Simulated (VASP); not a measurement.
# La16HO24 (a cell with a defect) in VASP: further runs, part 3 of 3

VASP 6.6.1. The steps go on from the part before.

### Step 5. Single point, PBE

The input, INCAR:

```
ALGO = Normal ; EDIFF = 1E-6
ENCUT = 520 ; GGA = PE
ISIF = 2 ; ISMEAR = -1
LASPH = True ; LCHARG = False
LREAL = Auto ; LWAVE = False
NBANDS = 186 ; NELECT = 320.0
NELM = 60 ; PREC = Accurate
SIGMA = 0.01
```

The input, KPOINTS:

```
Automatic mesh
0
Gamma
  1 1 1
  0.25 0.25 0.25
```

The input, POSCAR:

```
La16HO24
1.0
    7.8811453700     -0.0000000600      0.0000000000
   -3.9405726400      6.8252721300      0.0000000000
    0.0000000000      0.0000000000     12.3757188400
La O H
16 24 1
Direct
    0.3474233277      0.1616505540      0.3737574407
    0.1639182928      0.3344310624      0.1269148904
    0.3332347228      0.1602536865      0.8742012597
    0.1726544585      0.3305498986      0.6265060721
    0.3383727597      0.6598271739      0.3774121779
    0.1675000902      0.8323728200      0.1240191394
    0.3380760171      0.6620373421      0.8780284314
    0.1691412136      0.8296318304      0.6226775268
    0.8482101302      0.1489720895      0.3997036507
    0.6533593824      0.3459520726      0.1025171965
    0.8386273229      0.1617160502      0.8764514725
    0.6682969170      0.3308070355      0.6251914010
    0.8379411473      0.6519750371      0.3734004513
    0.6655640212      0.8376873377      0.1272334173
    0.8403409208      0.6661831153      0.8747904780
    0.6696259645      0.8266713668      0.6271074109
    0.3365974768      0.1672608796      0.1732136151
    0.1688371479      0.3260876589      0.3273185220
   -0.0073735305      0.0106388431      0.0053640520
    0.3376349658      0.1598425674      0.6794549964
    0.1699989730      0.3320808265      0.8223403530
    0.0059048176     -0.0078111171      0.5023574857
    0.3368028963      0.6632654250      0.1801688475
    0.1695584762      0.8293969680      0.3218805349
    0.0037186496      0.4971813483      0.0017933504
    0.3393143847      0.6611617727      0.6751368634
    0.1694742372      0.8309087026      0.8250674674
    0.0016209061      0.4938682203      0.5001686835
    0.8241456125      0.1787058488      0.1897608559
    0.6809869305      0.3205422435      0.3133204665
    0.5060161090     -0.0020589611      0.0027698593
    0.8387321898      0.1603739792      0.6744288641
    0.6670677015      0.3326895978      0.8297437210
    0.5068322762     -0.0012589930      0.4991200980
    0.8329924932      0.6646307962      0.1723809362
    0.6731297787      0.8303490223      0.3269538564
    0.4969296330      0.5026354942      0.0030944465
    0.8395609426      0.6613660180      0.6797386971
    0.6689251116      0.8302247782      0.8227702271
    0.5145946490      0.4832904781      0.4972288139
   -0.2358764067      0.2435894063      0.2437969090
```

Potentials or basis: VASP PAW PBE potentials, release 64 (La, O, H).

Run with:

```sh
$ cat potpaw_PBE.64/La/POTCAR potpaw_PBE.64/O/POTCAR potpaw_PBE.64/H/POTCAR > POTCAR
$ mpirun -np 1 vasp_std > vasp.out
```

OUTCAR:

```text
EDIFF = 1E-6
   ENCUT = 520
   GGA = PE
   ISIF = 2
   ISMEAR = -1
   LASPH = True
   LREAL = Auto
   NELECT = 320.0
   NELM = 60
   PREC = Accurate

 ion  position               nearest neighbor table
   1  0.347  0.162  0.374-  24 2.36  30 2.40  18 2.41  17 2.48  40 2.68  34 2.69  22 2.82
   2  0.164  0.334  0.127-  23 2.34  17 2.39  29 2.45  18 2.48  19 2.67  25 2.69  37 2.74
   3  0.333  0.160  0.874-  27 2.33  33 2.34  21 2.38  20 2.41  31 2.79  10 3.58
   4  0.173  0.331  0.627-  26 2.34  32 2.36  20 2.38  21 2.42  28 2.77  22 2.77   9 3.58
   5  0.338  0.660  0.377-  18 2.36  36 2.37  24 2.41  23 2.44  28 2.76  34 2.76
   6  0.168  0.832  0.124-  35 2.36  17 2.37  23 2.41  24 2.45  25 2.74  31 2.76  19 2.82
   7  0.338  0.662  0.878-  21 2.36  39 2.36  27 2.39  26 2.51  37 2.67  25 2.75  31 2.76
   8  0.169  0.830  0.623-  38 2.36  20 2.36  26 2.40  27 2.50  22 2.68  28 2.75  34 2.77
   9  0.848  0.149  0.400-  41 2.28  36 2.36  18 2.37  22 2.49  30 2.55  29 2.62  34 2.64  28 2.67
                            16 3.57   4 3.58
  10  0.653  0.346  0.103-  41 2.27  17 2.34  35 2.35  37 2.47  29 2.55  30 2.63  31 2.69  25 2.70
                            15 3.57   3 3.58
  11  0.839  0.162  0.876-  39 2.36  21 2.36  33 2.41  32 2.50  19 2.62  31 2.76  25 2.77
  12  0.668  0.331  0.625-  20 2.36  38 2.36  32 2.40  33 2.53  40 2.62  28 2.75  34 2.75
  13  0.838  0.652  0.373-  24 2.35  30 2.38  36 2.41  35 2.49  40 2.69  28 2.70  22 2.82
[... 1328 lines left out ...]
 [bands above 172 left out]

------------------------ aborting loop because EDIFF is reached ----------------------------------------

  FORCE on cell =-STRESS in cart. coord.  units (eV):
  Direction    XX          YY          ZZ          XY          YZ          ZX
  --------------------------------------------------------------------------------------
  -------------------------------------------------------------------------------------
  Total      -12.7631067     -9.6736249     -7.4235633      2.6514619     -1.0799065      1.8599253
  in kB      -30.7175972    -23.2819892    -17.8666552      6.3814039     -2.5990641      4.4763738
  external PRESSURE =     -23.9554138 kB  Pullay stress =       0.0000000 kB

 VOLUME and BASIS-vectors are now :
 -----------------------------------------------------------------------------
  energy-cutoff  :      520.00
  volume of cell :      665.70
      direct lattice vectors                 reciprocal lattice vectors
     7.881145370 -0.000000060  0.000000000     0.126885111  0.073257152  0.000000000
    -3.940572640  6.825272130  0.000000000     0.000000001  0.146514305  0.000000000
     0.000000000  0.000000000 12.375718840     0.000000000  0.000000000  0.080803387

 POSITION                                       TOTAL-FORCE (eV/Angst)
 -----------------------------------------------------------------------------------
      2.10110      1.10331      4.62552        -0.110478      0.075881     -0.022493
     -0.02599      2.28258      1.57066         0.108615     -0.066385      0.007757
      1.99478      1.09378     10.81887        -0.124583      0.075699     -0.011387
      0.05816      2.25609      7.75346         0.130661     -0.057644      0.011584
      0.06667      4.50350      4.67075        -0.118309      0.095069     -0.015244
     -1.95993      5.68117      1.53483         0.123362     -0.070810      0.070053
[... 33 lines left out ...]
      2.15115      3.29859      6.15356        -0.032068      0.027858      0.029898
      5.06229      1.66256      3.01716         0.101978     -0.111126     -0.050632
 -----------------------------------------------------------------------------------
    total drift:                                0.011802      0.002791     -0.025331

  FREE ENERGIE OF THE ION-ELECTRON SYSTEM (eV)
  ---------------------------------------------------
  free  energy   TOTEN  =      -345.5438866923 eV

  energy  without entropy=     -345.5438866923  energy(sigma->0) =     -345.54388669
```

Wall time 33 min (1 thread of Intel Xeon 6975P-C (Granite Rapids), shared host); peak memory 0.99 GiB.

Results:

```yaml
Free_energy: -345.5439 eV
Largest_force: 0.175 eV/Å
```

Forces on the atoms (eV/Å):
```
La  -0.110  0.076 -0.022
La   0.109 -0.066  0.008
La  -0.125  0.076 -0.011
La   0.131 -0.058  0.012
La  -0.118  0.095 -0.015
La   0.123 -0.071  0.070
La  -0.128  0.083 -0.030
La   0.126 -0.066 -0.027
La  -0.073  0.074  0.056
La   0.094 -0.034  0.036
La  -0.143  0.076  0.002
La   0.134 -0.064  0.020
La  -0.140  0.096  0.002
La   0.133 -0.077 -0.011
La  -0.139  0.075 -0.031
La   0.115 -0.079 -0.010
O   -0.141  0.046 -0.002
O    0.126 -0.074 -0.020
O   -0.004 -0.004 -0.011
O   -0.124  0.079 -0.007
O    0.130 -0.086  0.010
O   -0.019  0.018 -0.007
O   -0.123  0.071 -0.027
O    0.117 -0.055 -0.005
O   -0.001 -0.017  0.000
O   -0.152  0.077  0.040
O    0.102 -0.058  0.024
O   -0.001 -0.008  0.009
O   -0.056  0.032 -0.100
O    0.109 -0.071  0.012
O   -0.012  0.001 -0.006
O   -0.131  0.091 -0.001
O    0.115 -0.071 -0.012
O   -0.007  0.008  0.026
O   -0.112  0.067  0.007
O    0.110 -0.071 -0.022
O    0.005 -0.016  0.039
O   -0.118  0.067  0.003
O    0.128 -0.076  0.024
O   -0.032  0.028  0.030
H    0.102 -0.111 -0.051
```

Levels at points of the mesh, in eV from the Fermi level:
```tsv
k point	band 156	band 157	band 158	band 159	band 160	band 161	band 162	band 163	band 164	band 165
(0.25, 0.25, 0.25)	-0.34	-0.32	-0.32	-0.27	-0.25	3.80	3.87	4.00	4.10	4.11
```

Caveat: the cell carries a net charge on a neutralising background, which shifts energy and pressure; the cell is charged against a uniform background, so pressure and absolute levels hang on convention; spin-orbit coupling is left out, which moves the levels of the heavy elements.
